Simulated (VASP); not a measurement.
Here is a VASP 6.6.1 calculation.

File INCAR:

```
SYSTEM = Ce
PREC     = Accurate       ! precision mode
ENCUT    = 520            ! plane-wave cutoff, eV
EDIFF    = 1E-8           ! SCF threshold, eV
ISMEAR   = -1             ! smearing method
SIGMA    = 0.05           ! smearing width, eV
LREAL    = .False.        ! projectors in reciprocal space
LASPH    = .True.         ! aspherical terms in the spheres
NELM     = 100            ! most SCF steps
ALGO     = Normal         ! electronic algorithm
ISIF     = 2              ! what is computed and relaxed
LWAVE    = .False.        ! write WAVECAR
LCHARG   = .False.        ! write CHGCAR
LEFG     = .True.       
NBANDS   = 19             ! bands
```

File KPOINTS:

```
Automatic mesh
0
Gamma
  15 15 7
  0 0 0
```

Contents of POSCAR:

```
Ce
1.0
    3.2255505688      0.0000000000      0.0000000000
   -1.6127752844      2.7934087338      0.0000000000
    0.0000000000      0.0000000000      5.9812049394
Ce
2
Direct
    0.3333333333      0.6666666667      0.2500000000
    0.6666666667      0.3333333333      0.7500000000
```

Potentials or basis: VASP PAW LDA potentials, release 64 (Ce).

The run is started by

```console
$ cat potpaw_LDA.64/Ce/POTCAR > POTCAR
$ mpirun -np 1 vasp_std > vasp.out
```

(1) Predict the band gap on the k mesh.

(2) What does it give for the pressure?

Answers

(1) zero (band 12 reaches 9.09 eV, above the bottom of band 13 at 8.58 eV).

(2) -6.4 GPa.

Caveat: without QUAD_EFG the Cq values of the log hold for a quadrupole moment of 1 mb, not for the nuclei; spin-orbit coupling is left out, which moves the levels of the heavy elements.
